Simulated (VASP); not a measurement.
A run of VASP 6.6.1 is set up as follows.

File INCAR:

```
PREC = Accurate ; ENCUT = 600
EDIFF = 1E-6 ; ISMEAR = 0
SIGMA = 0.02 ; LREAL = False
LASPH = True ; NELM = 60
ALGO = Normal ; ISIF = 3
LWAVE = False ; LCHARG = False
GGA = PE ; IVDW = 12
IBRION = 2 ; NSW = 100
EDIFFG = -0.005
```

KPOINTS

```
regular mesh
0
Gamma
  9 9 6
```

File POSCAR:

```
SnS2
1.0
    3.6390000000      0.0000000000      0.0000000000
   -1.8195000000      3.1514664444      0.0000000000
    0.0000000000      0.0000000000      5.8680000000
Sn S
1 2
Direct
    0.0000000000      0.0000000000      0.0000000000
    0.3333333333      0.6666666667      0.2500000000
    0.6666666667      0.3333333333      0.7500000000
```

Potentials or basis: VASP PAW PBE potentials, release 64 (Sn_d, S).

Command:

```console
$ cat potpaw_PBE.64/Sn_d/POTCAR potpaw_PBE.64/S/POTCAR > POTCAR
$ mpirun -np 1 vasp_std > vasp.out
```

Predict the space group after relaxing (to 0.05 Å).

P-3m1 (No. 164).

Estimate the dispersion energy per atom.

-0.328 eV.

Predict the relaxed cell.

a = 3.667 Å, b = 3.667 Å, c = 5.810 Å, α = 90.00°, β = 90.00°, γ = 120.00°.

Final structure:
```yaml
crystal:
  lattice:
    - [3.66689, 0.00000, 0.00000]
    - [-1.83344, 3.17562, 0.00000]
    - [0.00000, 0.00000, 5.81018]
  atoms:
    - { symbol: Sn, position: [0.00000, 0.00000, 0.00000] }
    - { symbol: S, position: [0.33333, 0.66667, 0.25450] }
    - { symbol: S, position: [0.66667, 0.33333, 0.74550] }
```

 Zero-point motion and thermal expansion aren't in these numbers.
